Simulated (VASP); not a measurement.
# Sc (Im-3m) in VASP: further runs, part 3 of 3

VASP 6.6.1.

### 4 Single point, PBEsol

This run uses another cell than the first one, of 22.10 Å³/atom.

File INCAR:

```
  PREC = Accurate
  ENCUT = 500
  EDIFF = 1E-6
  ISMEAR = -1
  SIGMA = 0.1
  LREAL = F
  LASPH = T
  NELM = 120
  ALGO = Normal
  ISIF = 2
  LWAVE = F
  LCHARG = F
  GGA = PS
  NBANDS = 12
  GGA_COMPAT = F
```

File KPOINTS:

```
Automatic mesh
0
Gamma
  18 18 18
```

File POSCAR:

```
Sc
1.0
   -1.7677184271      1.7677184271      1.7677184271
    1.7677184271     -1.7677184271      1.7677184271
    1.7677184271      1.7677184271     -1.7677184271
Sc
1
Direct
    0.0000000000      0.0000000000      0.0000000000
```

Potentials or basis: VASP PAW PBE potentials, release 64 (Sc_sv).

Launch:

```bash
cat potpaw_PBE.64/Sc_sv/POTCAR > POTCAR
mpirun -np 1 vasp_std > vasp.out
```

OUTCAR:

```text
PREC = Accurate
   ENCUT = 500
   EDIFF = 1E-6
   ISMEAR = -1
   LREAL = F
   LASPH = T
   NELM = 120
   ISIF = 2
   GGA = PS

 ion  position               nearest neighbor table
   1  0.000  0.000  0.000-

  LATTYP: Found a body centered cubic cell.
 ALAT       =     3.5354368542

  Lattice vectors:

 A1 = (  -1.7677184271,   1.7677184271,   1.7677184271)
 A2 = (   1.7677184271,  -1.7677184271,   1.7677184271)
 A3 = (   1.7677184271,   1.7677184271,  -1.7677184271)

Analysis of symmetry for initial positions (statically):
=====================================================================
 Subroutine PRICEL returns:
 Original cell was already a primitive cell.

 Routine SETGRP: Setting up the symmetry group for a
 body centered cubic supercell.

 Subroutine GETGRP returns: Found 48 space group operations
 (whereof 48 operations were pure point group operations)
 out of a pool of 48 trial point group operations.

The static configuration has the point symmetry O_h .

Analysis of symmetry for dynamics (positions and initial velocities):
=====================================================================
 Subroutine PRICEL returns:
 Original cell was already a primitive cell.

 Routine SETGRP: Setting up the symmetry group for a
 body centered cubic supercell.

 Subroutine GETGRP returns: Found 48 space group operations
 (whereof 48 operations were pure point group operations)
 out of a pool of 48 trial point group operations.

The dynamic configuration has the point symmetry O_h .

 Subroutine INISYM returns: Found 48 space group operations
 (whereof 48 operations are pure point group operations),
 and found     1 'primitive' translations

----------------------------------------------------------------------------------------

                                     Primitive cell

  volume of cell :      22.0953

  direct lattice vectors                    reciprocal lattice vectors
    -1.767718427  1.767718427  1.767718427     0.000000000  0.282850477  0.282850477
     1.767718427 -1.767718427  1.767718427     0.282850477  0.000000000  0.282850477
     1.767718427  1.767718427 -1.767718427     0.282850477  0.282850477  0.000000000

  length of vectors
     3.061778129  3.061778129  3.061778129     0.400010980  0.400010980  0.400010980

  position of ions in fractional coordinates (direct lattice)
     0.000000000  0.000000000  0.000000000

  ion indices of the primitive-cell ions
   primitive index   ion index
                 1           1

----------------------------------------------------------------------------------------

 KPOINTS: Automatic mesh

Automatic generation of k-mesh.
 Grid dimensions read from file:
 generate k-points for:   18   18   18

 Generating k-lattice:

  Cartesian coordinates                     Fractional coordinates (reciprocal lattice)
     0.000000000  0.015713915  0.015713915     0.055555556  0.000000000  0.000000000
     0.015713915  0.000000000  0.015713915     0.000000000  0.055555556  0.000000000
     0.015713915  0.015713915  0.000000000     0.000000000  0.000000000  0.055555556

  Length of vectors
     0.022222832  0.022222832  0.022222832

  Shift w.r.t. Gamma in fractional coordinates (k-lattice)
     0.000000000  0.000000000  0.000000000

 Subroutine IBZKPT returns following result:
 ===========================================

 Found    195 irreducible k-points:

 Following reciprocal coordinates:
            Coordinates               Weight
  0.000000  0.000000  0.000000      1.000000
  0.055556  0.000000  0.000000     12.000000
  0.111111  0.000000  0.000000     12.000000
  0.166667  0.000000  0.000000     12.000000
  0.222222  0.000000  0.000000     12.000000
  0.277778  0.000000  0.000000     12.000000
[... 16 lines left out ...]
  0.333333  0.111111  0.000000     48.000000
  0.388889  0.111111  0.000000     48.000000
 [... further k-points ...]
   k-points           NKPTS =    195   k-points in BZ     NKDIM =    195   number of bands    NBANDS=     12
   number of dos      NEDOS =    301   number of ions     NIONS =      1
   total plane-waves  NPLWV =  13824
   dimension x,y,z NGX =    24 NGY =   24 NGZ =   24
   dimension x,y,z NGXF=    48 NGYF=   48 NGZF=   48
   ions per type =               1
   NGX,Y,Z   is equivalent  to a cutoff of  13.03, 13.03, 13.03 a.u.
   NGXF,Y,Z  is equivalent  to a cutoff of  26.06, 26.06, 26.06 a.u.
 SYSTEM =  unknown system
   PREC   = accura    normal or accurate (medium, high low for compatibility)
   ISTART =      0    job   : 0-new  1-cont  2-samecut
   ICHARG =      2    charge: 1-file 2-atom 10-const
   ISPIN  =      1    spin polarized calculation?
   LNONCOLLINEAR =      F non collinear calculations
   LSORBIT =      F    spin-orbit coupling
   LASPH  =      T    aspherical Exc in radial PAW
   ENCUT  =  500.0 eV  36.75 Ry    6.06 a.u.   5.58  5.58  5.58*2*pi/ulx,y,z
   NELM   =    120;   NELMIN=  2; NELMDL= -5     # of ELM steps
   EDIFF  = 0.1E-05   stopping-criterion for ELM
   LREAL  =      F    real-space projection
   EDIFFG = 0.1E-04   stopping-criterion for IOM
   NSW    =      0    number of steps for IOM
   IBRION =     -1    ionic relax: 0-MD 1-quasi-New 2-CG
   NFREE  =      0    steps in history (QN), initial steepest desc. (CG)
   ISIF   =      2    stress and relaxation
   ISYM   =      2    0-nonsym 1-usesym 2-fastsym
   POTIM  = 0.5000    time-step for ionic-motion
   TEBEG  =    0.0;   TEEND  =   0.0 temperature during run
   PSTRESS=    0.0 pullay stress
   NELECT =      11.0000    total number of electrons
   NUPDOWN=      -1.0000    fix difference up-down
   EMIN   =  10.00;   EMAX   =-10.00  energy-range for DOS
   EFERMI =   0.00;   METHOD = LEGACY
   ISMEAR =    -1;   SIGMA  =   0.10  broadening in eV -4-tet -1-fermi 0-gaus
   EFERMI_NEDOS =   21; number of points for ismear=-14 and -15
   IALGO  =     38    algorithm
   IMIX   =      4    mixing-type and parameters
     AMIX     =   0.40;   BMIX     =  1.00
     AMIX_MAG =   1.60;   BMIX_MAG =  1.00
  volume/ion in A,a.u.               =      22.10       149.11
  Fermi-wavevector in a.u.,A,eV,Ry     =   1.297496  2.451912 22.905346  1.683495
  Thomas-Fermi vector in A             =   2.428885
   LORBIT       =      0    0 simple, 1 ext, 2 COOP (PROOUT), +10 PAW based schemes
   GGA     = PS    functional components
   LHFCALC =     F    Hartree Fock is set to
   AEXX    =    0.0000 exact exchange contribution
   IVDW    =     0    specifies the selected vdW correction
   LEPSILON=     F    determine dielectric tensor
   LRPA    =     F    only Hartree local field effects (RPA)
 non-spin polarized calculation
  energy-cutoff  :      500.00
  volume of cell :       22.10
 maximum number of plane-waves:       586
   NGX = 11   NGY = 11   NGZ = 11

 number of electron      10.9999997 magnetization

 Free energy of the ion-electron system (eV)
  ---------------------------------------------------
  ext. energy  EPLUGINS =         0.00000000
  ---------------------------------------------------
  free energy    TOTEN  =        -6.50613536 eV

  energy without entropy =       -6.43164756  energy(sigma->0) =       -6.46889146

 E-fermi :   4.3598     XC(G=0): -10.4484

 val. band max:        4.3572888147   @ k =  -0.3333   0.3889   0.1667
 cond. band min:       4.3600885972   @ k =   0.3333   0.1667   0.1667
 fundamental gap:      0.0027997825
 Fermi energy:         4.3598214206

 k-point     1 :       0.0000    0.0000    0.0000
  band No.  band energies     occupation
      1     -44.7215      2.00000
      2     -23.1385      2.00000
      3     -23.1385      2.00000
      4     -23.1385      2.00000
      5      -1.0892      2.00000
      6       5.9493      0.00000
      7       5.9493      0.00000
      8       5.9493      0.00000
      9       7.5912      0.00000
     10       7.5912      0.00000
     11      19.1979      0.00000
     12      19.1979      0.00000

 k-point     2 :       0.0556    0.0000    0.0000
  band No.  band energies     occupation
      1     -44.7184      2.00000
      2     -23.1568      2.00000
      3     -23.1441      2.00000
      4     -23.1386      2.00000
      5      -0.9972      2.00000
      6       5.9003      0.00000
      7       5.9320      0.00000
      8       6.0202      0.00000
      9       7.5307      0.00000
     10       7.5935      0.00000
     11      19.1091      0.00000
     12      19.2024      0.00000
[... 316 lines left out ...]
 k-point    24 :       0.3889    0.1111    0.0000
  band No.  band energies     occupation
      1     -44.6183      2.00000
      2     -23.6790      2.00000
      3     -23.3352      2.00000
      4     -23.1668      2.00000
      5       2.5484      2.00000
      6       4.6029      0.16166
      7       4.7914      0.02636
      8       7.5032      0.00000
      9       8.0267      0.00000
     10       9.2599      0.00000
     11      12.5924      0.00000
     12      15.5513      0.00000

 [... further k-points ...]
[... 5 lines left out ...]
  --------------------------------------------------------------------------------------
  -------------------------------------------------------------------------------------
  Total        0.6912500      0.6912500      0.6912500      0.0000000     -0.0000000      0.0000000
  in kB       50.1240835     50.1240835     50.1240835      0.0000000     -0.0000000      0.0000000
  external PRESSURE =      50.1240835 kB  Pullay stress =       0.0000000 kB

 VOLUME and BASIS-vectors are now :
 -----------------------------------------------------------------------------
  energy-cutoff  :      500.00
  volume of cell :       22.10
      direct lattice vectors                 reciprocal lattice vectors
    -1.767718427  1.767718427  1.767718427     0.000000000  0.282850477  0.282850477
     1.767718427 -1.767718427  1.767718427     0.282850477  0.000000000  0.282850477
     1.767718427  1.767718427 -1.767718427     0.282850477  0.282850477  0.000000000

 POSITION                                       TOTAL-FORCE (eV/Angst)
 -----------------------------------------------------------------------------------
      0.00000      0.00000      0.00000        -0.000000      0.000000     -0.000000
 -----------------------------------------------------------------------------------
    total drift:                               -0.000000      0.000000      0.000000

  FREE ENERGIE OF THE ION-ELECTRON SYSTEM (eV)
  ---------------------------------------------------
  free  energy   TOTEN  =        -6.5061353614 eV

  energy  without entropy=       -6.4316475641  energy(sigma->0) =       -6.46889146
```

stdout:

```text
POSCAR found type information on POSCAR Sc
 POSCAR found :  1 types and       1 ions
 scaLAPACK will be used
 -----------------------------------------------------------------------------
|                                                                             |
|                                                                             |
|     You enforced a specific xc type in the INCAR file but a different       |
|     I HOPE YOU KNOW WHAT YOU ARE DOING!                                     |
|                                                                             |
 -----------------------------------------------------------------------------

 LDA part: xc-table for (Slater+PW92), standard interpolation
 POSCAR, INCAR and KPOINTS ok, starting setup
 FFT: planning ... GRIDC
 FFT: planning ... GRID_SOFT
 FFT: planning ... GRID
 WAVECAR not read
 entering main loop
```

Wall time 25 s (1 thread of AMD EPYC 9R14 (Zen 4), shared host); peak memory 0.14 GiB.

Results:

- Free energy: -6.5061 eV
- Pressure: 5.0 GPa
- Band gap on the k mesh: zero (an odd number of electrons rules out a gap without spin polarisation)

Caveat: the cell stands under pressure; the PAW data sets were made with another functional, which shifts forces and pressure a little.

### 5 Single point, PBEsol

This run uses another cell than the first one, of 23.94 Å³/atom.

File INCAR:

```
SYSTEM = Sc
  ALGO = Normal
  EDIFF = 1E-6
  ENCUT = 500
  GGA = PS
  GGA_COMPAT = .FALSE.
  ISIF = 2
  ISMEAR = -1
  LASPH = .TRUE.
  LCHARG = .FALSE.
  LREAL = .FALSE.
  LWAVE = .FALSE.
  NBANDS = 12
  NELM = 120
  PREC = Accurate
  SIGMA = 0.1
```

File KPOINTS:

```
k-points
0
G
  18 18 18
  0 0 0
```

File POSCAR:

```
Sc
1.0
   -1.8156364820      1.8156364820      1.8156364820
    1.8156364820     -1.8156364820      1.8156364820
    1.8156364820      1.8156364820     -1.8156364820
Sc
1
Direct
    0.0000000000      0.0000000000      0.0000000000
```

Potentials or basis: VASP PAW PBE potentials, release 64 (Sc_sv).

Launch:

```bash
cat potpaw_PBE.64/Sc_sv/POTCAR > POTCAR
mpirun -np 1 vasp_std > vasp.out
```

OUTCAR:

```text
SYSTEM = Sc
   EDIFF = 1E-6
   ENCUT = 500
   GGA = PS
   ISIF = 2
   ISMEAR = -1
   LASPH = .TRUE.
   LREAL = .FALSE.
   NELM = 120
   PREC = Accurate

 ion  position               nearest neighbor table
   1  0.000  0.000  0.000-

  LATTYP: Found a body centered cubic cell.
 ALAT       =     3.6312729640

  Lattice vectors:

 A1 = (  -1.8156364820,   1.8156364820,   1.8156364820)
 A2 = (   1.8156364820,  -1.8156364820,   1.8156364820)
 A3 = (   1.8156364820,   1.8156364820,  -1.8156364820)

Analysis of symmetry for initial positions (statically):
[... 528 lines left out ...]
      5       2.1393      2.00000
      6       4.1004      0.16141
      7       4.1913      0.06829
      8       6.7435      0.00000
      9       7.2108      0.00000
     10       8.3193      0.00000
     11      11.3196      0.00000
     12      14.4302      0.00000

 [... further k-points ...]
[... 5 lines left out ...]
  --------------------------------------------------------------------------------------
  -------------------------------------------------------------------------------------
  Total       -0.0002140     -0.0002140     -0.0002140      0.0000000     -0.0000000      0.0000000
  in kB       -0.0143183     -0.0143183     -0.0143183      0.0000000     -0.0000000      0.0000000
  external PRESSURE =      -0.0143183 kB  Pullay stress =       0.0000000 kB

 VOLUME and BASIS-vectors are now :
 -----------------------------------------------------------------------------
  energy-cutoff  :      500.00
  volume of cell :       23.94
      direct lattice vectors                 reciprocal lattice vectors
    -1.815636482  1.815636482  1.815636482     0.000000000  0.275385522  0.275385522
     1.815636482 -1.815636482  1.815636482     0.275385522  0.000000000  0.275385522
     1.815636482  1.815636482 -1.815636482     0.275385522  0.275385522  0.000000000

 POSITION                                       TOTAL-FORCE (eV/Angst)
 -----------------------------------------------------------------------------------
      0.00000      0.00000      0.00000         0.000000      0.000000      0.000000
 -----------------------------------------------------------------------------------
    total drift:                               -0.000000      0.000000      0.000000

  FREE ENERGIE OF THE ION-ELECTRON SYSTEM (eV)
  ---------------------------------------------------
  free  energy   TOTEN  =        -6.5345480080 eV

  energy  without entropy=       -6.4555367703  energy(sigma->0) =       -6.49504239
```

stdout:

```text
POSCAR found type information on POSCAR Sc
 POSCAR found :  1 types and       1 ions
 scaLAPACK will be used
 -----------------------------------------------------------------------------
|                                                                             |
|                                                                             |
|     You enforced a specific xc type in the INCAR file but a different       |
|     I HOPE YOU KNOW WHAT YOU ARE DOING!                                     |
|                                                                             |
 -----------------------------------------------------------------------------

 LDA part: xc-table for (Slater+PW92), standard interpolation
 POSCAR, INCAR and KPOINTS ok, starting setup
 FFT: planning ... GRIDC
 FFT: planning ... GRID_SOFT
 FFT: planning ... GRID
 WAVECAR not read
 entering main loop
```

Run time: 27 s. Hardware: 1 thread of AMD EPYC 9R14 (Zen 4), shared host; peak memory 0.14 GiB.

What came out:

- Free energy: -6.5345 eV
- Pressure: 0.0 GPa
- Band gap on the k mesh: zero (an odd number of electrons rules out a gap without spin polarisation)

Caveat: the PAW data sets were made with another functional, which shifts forces and pressure a little.

### 6 The runs side by side

```csv
cell,gap on the mesh (eV),pressure (GPa)
"a = 2.893 Å, angles 109.5°, 1 atom",none,20.1
"a = 2.996 Å, angles 109.5°, 1 atom",none,10.0
"a = 3.062 Å, angles 109.5°, 1 atom",none,5.0
"a = 3.145 Å, angles 109.5°, 1 atom",none,0.0
```

Alike in all rows: task single point; level PBEsol; potentials or basis VASP PAW PBE potentials, release 64 (Sc_sv); no spin polarisation; k mesh 18 × 18 × 18; cutoff (eV) 500; smearing fermi-dirac 0.1 eV.

Caveats: the PAW data sets were made with another functional, which shifts forces and pressure a little; the cell stands under pressure (at least some runs).

Absolute energies hang on the potentials; compare differences alone.
